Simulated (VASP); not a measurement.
# Ta (Im-3m) in VASP: single point with LDA

Aim: the single point of Ta with LDA.

Program: VASP 6.6.1. These are calculated values, not measurements. Logs are shortened: lines on timing, memory, paths and dates and some standing lists are left out, and cuts for length are marked.

## Step 1: The cell of the first run

Symmetry: Im-3m, No. 229, cubic system. The conventional cell has a = 3.253 Å, b = 3.253 Å, c = 3.253 Å, α = 90.00°, β = 90.00°, γ = 90.00°. Within 3.7 Å of Ta (site symmetry m-3m) lie 14 Ta at 2.82 to 3.25 Å.

## Step 2: Single point, LDA

Contents of INCAR:

```
SYSTEM = Ta
PREC = Accurate
ENCUT = 520
EDIFF = 1E-7
ISMEAR = -1
SIGMA = 0.05
LREAL = .False.
LASPH = .True.
NELM = 60
ALGO = Normal
ISIF = 2
LWAVE = .False.
LCHARG = .False.
GGA = CA
NBANDS = 18
```

Contents of KPOINTS:

```
Automatic mesh
0
Gamma
  11 11 11
  0 0 0
```

Contents of POSCAR:

```
Ta
1.0
    3.2528507656      0.0000000000      0.0000000000
    0.0000000000      3.2528507656      0.0000000000
    0.0000000000      0.0000000000      3.2528507656
Ta
2
Direct
    0.0000000000      0.0000000000      0.0000000000
    0.5000000000      0.5000000000      0.5000000000
```

Potentials or basis: VASP PAW LDA potentials, release 64 (Ta_pv).

Command:

```bash
> cat potpaw_LDA.64/Ta_pv/POTCAR > POTCAR
> mpirun -np 1 vasp_std > vasp.out
```

OUTCAR:

```text
SYSTEM = Ta
   PREC = Accurate
   ENCUT = 520
   EDIFF = 1E-7
   ISMEAR = -1
   LREAL = .False.
   LASPH = .True.
   NELM = 60
   ISIF = 2
   GGA = CA

 ion  position               nearest neighbor table
   1  0.000  0.000  0.000-   2 2.82   2 2.82   2 2.82   2 2.82   2 2.82   2 2.82   2 2.82   2 2.82

   2  0.500  0.500  0.500-   1 2.82   1 2.82   1 2.82   1 2.82   1 2.82   1 2.82   1 2.82   1 2.82

  LATTYP: Found a simple cubic cell.
 ALAT       =     3.2528507656

  Lattice vectors:

 A1 = (   3.2528507656,   0.0000000000,   0.0000000000)
 A2 = (   0.0000000000,   3.2528507656,   0.0000000000)
 A3 = (   0.0000000000,   0.0000000000,   3.2528507656)

Analysis of symmetry for initial positions (statically):
=====================================================================
 Subroutine PRICEL returns following result:

  LATTYP: Found a body centered cubic cell.
 ALAT       =     3.2528507656

  Lattice vectors:

 A1 = (   1.6264253828,   1.6264253828,  -1.6264253828)
 A2 = (  -1.6264253828,   1.6264253828,   1.6264253828)
 A3 = (   1.6264253828,  -1.6264253828,   1.6264253828)

   2 primitive cells build up your supercell.

 Routine SETGRP: Setting up the symmetry group for a
 simple cubic supercell.

 Subroutine GETGRP returns: Found 48 space group operations
 (whereof 48 operations were pure point group operations)
 out of a pool of 48 trial point group operations.

The static configuration has the point symmetry O_h .

Analysis of symmetry for dynamics (positions and initial velocities):
=====================================================================
 Subroutine PRICEL returns following result:

  LATTYP: Found a body centered cubic cell.
 ALAT       =     3.2528507656

  Lattice vectors:

 A1 = (   1.6264253828,   1.6264253828,  -1.6264253828)
 A2 = (  -1.6264253828,   1.6264253828,   1.6264253828)
 A3 = (   1.6264253828,  -1.6264253828,   1.6264253828)

   2 primitive cells build up your supercell.

 Routine SETGRP: Setting up the symmetry group for a
 simple cubic supercell.

 Subroutine GETGRP returns: Found 48 space group operations
 (whereof 48 operations were pure point group operations)
 out of a pool of 48 trial point group operations.

The dynamic configuration has the point symmetry O_h .

 Subroutine INISYM returns: Found 48 space group operations
 (whereof 48 operations are pure point group operations),
 and found     2 'primitive' translations

----------------------------------------------------------------------------------------

                                     Primitive cell

  volume of cell :      17.2093

  direct lattice vectors                    reciprocal lattice vectors
     1.626425383  1.626425383 -1.626425383     0.307422649  0.307422649  0.000000000
    -1.626425383  1.626425383  1.626425383    -0.000000000  0.307422649  0.307422649
     1.626425383 -1.626425383  1.626425383     0.307422649  0.000000000  0.307422649

  length of vectors
     2.817051398  2.817051398  2.817051398     0.434761280  0.434761280  0.434761280

  position of ions in fractional coordinates (direct lattice)
     0.000000000  0.000000000  0.000000000

  ion indices of the primitive-cell ions
   primitive index   ion index
                 1           1

----------------------------------------------------------------------------------------

 KPOINTS: Automatic mesh

Automatic generation of k-mesh.
 Grid dimensions read from file:
 generate k-points for:   11   11   11

 Generating k-lattice:

  Cartesian coordinates                     Fractional coordinates (reciprocal lattice)
     0.027947514  0.000000000  0.000000000     0.090909091  0.000000000  0.000000000
     0.000000000  0.027947514  0.000000000     0.000000000  0.090909091  0.000000000
     0.000000000  0.000000000  0.027947514     0.000000000  0.000000000  0.090909091

  Length of vectors
     0.027947514  0.027947514  0.027947514

  Shift w.r.t. Gamma in fractional coordinates (k-lattice)
     0.000000000  0.000000000  0.000000000

 Subroutine IBZKPT returns following result:
 ===========================================

 Found     56 irreducible k-points:

 Following reciprocal coordinates:
            Coordinates               Weight
  0.000000  0.000000  0.000000      1.000000
  0.090909  0.000000  0.000000      6.000000
  0.181818  0.000000  0.000000      6.000000
  0.272727  0.000000  0.000000      6.000000
  0.363636  0.000000  0.000000      6.000000
  0.454545  0.000000  0.000000      6.000000
[... 16 lines left out ...]
  0.181818  0.090909  0.090909     24.000000
  0.272727  0.090909  0.090909     24.000000
 [... further k-points ...]
   k-points           NKPTS =     56   k-points in BZ     NKDIM =     56   number of bands    NBANDS=     18
   number of dos      NEDOS =    301   number of ions     NIONS =      2
   total plane-waves  NPLWV =  13824
   dimension x,y,z NGX =    24 NGY =   24 NGZ =   24
   dimension x,y,z NGXF=    48 NGYF=   48 NGZF=   48
   ions per type =               2
   NGX,Y,Z   is equivalent  to a cutoff of  12.27, 12.27, 12.27 a.u.
   NGXF,Y,Z  is equivalent  to a cutoff of  24.53, 24.53, 24.53 a.u.
 SYSTEM =  Ta
   PREC   = accura    normal or accurate (medium, high low for compatibility)
   ISTART =      0    job   : 0-new  1-cont  2-samecut
   ICHARG =      2    charge: 1-file 2-atom 10-const
   ISPIN  =      1    spin polarized calculation?
   LNONCOLLINEAR =      F non collinear calculations
   LSORBIT =      F    spin-orbit coupling
   LASPH  =      T    aspherical Exc in radial PAW
   ENCUT  =  520.0 eV  38.22 Ry    6.18 a.u.   6.05  6.05  6.05*2*pi/ulx,y,z
   NELM   =     60;   NELMIN=  2; NELMDL= -5     # of ELM steps
   EDIFF  = 0.1E-06   stopping-criterion for ELM
   LREAL  =      F    real-space projection
   EDIFFG = 0.1E-05   stopping-criterion for IOM
   NSW    =      0    number of steps for IOM
   IBRION =     -1    ionic relax: 0-MD 1-quasi-New 2-CG
   NFREE  =      0    steps in history (QN), initial steepest desc. (CG)
   ISIF   =      2    stress and relaxation
   ISYM   =      2    0-nonsym 1-usesym 2-fastsym
   POTIM  = 0.5000    time-step for ionic-motion
   TEBEG  =    0.0;   TEEND  =   0.0 temperature during run
   PSTRESS=    0.0 pullay stress
   NELECT =      22.0000    total number of electrons
   NUPDOWN=      -1.0000    fix difference up-down
   EMIN   =  10.00;   EMAX   =-10.00  energy-range for DOS
   EFERMI =   0.00;   METHOD = LEGACY
   ISMEAR =    -1;   SIGMA  =   0.05  broadening in eV -4-tet -1-fermi 0-gaus
   EFERMI_NEDOS =   21; number of points for ismear=-14 and -15
   IALGO  =     38    algorithm
   IMIX   =      4    mixing-type and parameters
     AMIX     =   0.40;   BMIX     =  1.00
     AMIX_MAG =   1.60;   BMIX_MAG =  1.00
  volume/ion in A,a.u.               =      17.21       116.13
  Fermi-wavevector in a.u.,A,eV,Ry     =   1.410214  2.664917 27.057941  1.988703
  Thomas-Fermi vector in A             =   2.532190
   LORBIT       =      0    0 simple, 1 ext, 2 COOP (PROOUT), +10 PAW based schemes
   GGA     = CA    functional components
   LHFCALC =     F    Hartree Fock is set to
   AEXX    =    0.0000 exact exchange contribution
   IVDW    =     0    specifies the selected vdW correction
   LEPSILON=     F    determine dielectric tensor
   LRPA    =     F    only Hartree local field effects (RPA)
 non-spin polarized calculation
  energy-cutoff  :      520.00
  volume of cell :       34.42
 maximum number of plane-waves:       943
   NGX = 13   NGY = 13   NGZ = 13

 number of electron      22.0000006 magnetization

 Free energy of the ion-electron system (eV)
  ---------------------------------------------------
  ext. energy  EPLUGINS =         0.00000000
  ---------------------------------------------------
  free energy    TOTEN  =       -25.66891399 eV

  energy without entropy =      -25.64932419  energy(sigma->0) =      -25.65911909

 E-fermi :   5.7870     XC(G=0): -13.0291

 val. band max:        5.7725081240   @ k =   0.2727   0.0909   0.0909
 cond. band min:       5.8144692727   @ k =   0.3636   0.3636   0.0000
 fundamental gap:      0.0419611487
 Fermi energy:         5.7869793027

 k-point     1 :       0.0000    0.0000    0.0000
  band No.  band energies     occupation
      1     -27.8987      2.00000
      2     -27.8987      2.00000
      3     -27.8987      2.00000
      4     -26.9384      2.00000
      5     -26.9384      2.00000
      6     -26.9384      2.00000
[... 10 lines left out ...]
     17      12.9455      0.00000
     18      14.9608      0.00000

 k-point     2 :       0.0909    0.0000    0.0000
  band No.  band energies     occupation
      1     -27.9003      2.00000
      2     -27.8787      2.00000
      3     -27.8787      2.00000
      4     -26.9816      2.00000
      5     -26.9572      2.00000
      6     -26.9572      2.00000
[... 10 lines left out ...]
     17      12.7363      0.00000
     18      14.3314      0.00000

 k-point     3 :       0.1818    0.0000    0.0000
  band No.  band energies     occupation
      1     -27.9004      2.00000
      2     -27.8207      2.00000
      3     -27.8207      2.00000
      4     -27.1010      2.00000
      5     -27.0122      2.00000
      6     -27.0122      2.00000
[... 10 lines left out ...]
     17      12.1629      0.00000
     18      13.0087      0.00000

 k-point     4 :       0.2727    0.0000    0.0000
  band No.  band energies     occupation
      1     -27.8859      2.00000
      2     -27.7294      2.00000
      3     -27.7294      2.00000
      4     -27.2697      2.00000
      5     -27.0996      2.00000
      6     -27.0996      2.00000
[... 375 lines left out ...]
      4     -27.1303      2.00000
      5     -26.9587      2.00000
      6     -26.9587      2.00000
[... 10 lines left out ...]
     17      11.9905      0.00000
     18      16.1721      0.00000

 k-point    23 :       0.1818    0.0909    0.0909
  band No.  band energies     occupation
      1     -27.9618      2.00000
      2     -27.8533      2.00000
      3     -27.6660      2.00000
      4     -27.2751      2.00000
      5     -27.0160      2.00000
      6     -26.9679      2.00000
[... 10 lines left out ...]
     17      12.0731      0.00000
     18      14.9350      0.00000

 k-point    24 :       0.2727    0.0909    0.0909
  band No.  band energies     occupation
      1     -27.9838      2.00000
      2     -27.7590      2.00000
      3     -27.5582      2.00000
      4     -27.4519      2.00000
      5     -27.1068      2.00000
      6     -27.0167      2.00000
[... 10 lines left out ...]
     17      11.4405      0.00000
     18      13.6054      0.00000

 [... further k-points ...]
[... 5 lines left out ...]
  --------------------------------------------------------------------------------------
  -------------------------------------------------------------------------------------
  Total        0.1863091      0.1863091      0.1863091     -0.0000000      0.0000000      0.0000000
  in kB        8.6726589      8.6726589      8.6726589     -0.0000000      0.0000000      0.0000000
  external PRESSURE =       8.6726589 kB  Pullay stress =       0.0000000 kB

 VOLUME and BASIS-vectors are now :
 -----------------------------------------------------------------------------
  energy-cutoff  :      520.00
  volume of cell :       34.42
      direct lattice vectors                 reciprocal lattice vectors
     3.252850766  0.000000000  0.000000000     0.307422649  0.000000000  0.000000000
     0.000000000  3.252850766  0.000000000     0.000000000  0.307422649  0.000000000
     0.000000000  0.000000000  3.252850766     0.000000000  0.000000000  0.307422649

 POSITION                                       TOTAL-FORCE (eV/Angst)
 -----------------------------------------------------------------------------------
      0.00000      0.00000      0.00000         0.000000      0.000000     -0.000000
      1.62643      1.62643      1.62643        -0.000000     -0.000000      0.000000
 -----------------------------------------------------------------------------------
    total drift:                                0.000000      0.000000     -0.000000

  FREE ENERGIE OF THE ION-ELECTRON SYSTEM (eV)
  ---------------------------------------------------
  free  energy   TOTEN  =       -25.6689139870 eV

  energy  without entropy=      -25.6493241853  energy(sigma->0) =      -25.65911909
```

It took 12 s on 1 thread of Intel Xeon Platinum 8259CL at 2.50GHz (Skylake/Cascade Lake), shared host; peak memory 0.14 GiB.

Results:

| Item | Value |
| --- | --- |
| Free energy | -25.6689 eV |
| Pressure | 0.9 GPa |
| Band gap on the k mesh | zero (band 11 reaches 7.41 eV, above the bottom of band 12 at 4.49 eV) |

Caveat: spin-orbit coupling is left out, which moves the levels of the heavy elements.
